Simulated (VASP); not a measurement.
Crystal: KBr.

```
K Br
1.0
     0.00000    3.30244    3.30244
     3.30244    0.00000    3.30244
     3.30244    3.30244    0.00000
K Br
1 1
Direct
  0.00000 0.00000 0.00000
  0.50000 0.50000 0.50000
```

Program: VASP 6.6.1. Alike in all runs: task single point; potentials or basis VASP PAW PBE potentials, release 64 (K_sv, Br); no spin polarisation; cell as given; k mesh 4 × 4 × 4; cutoff (eV) 520; smearing gaussian 0.01 eV.

Q: Order these runs on this cell by their band gap on the k mesh, lowest first.
A. level PBE
B. level HSE06; grid for exact exchange (PRECFOCK) Normal; share of exact exchange 0.25; screening parameter 0.2079 1/Å
C. level r2SCAN
D. level PBE0; grid for exact exchange (PRECFOCK) Normal; share of exact exchange 0.25

A: A (4.43 eV), C (5.07 eV), B (5.59 eV), D (6.32 eV).
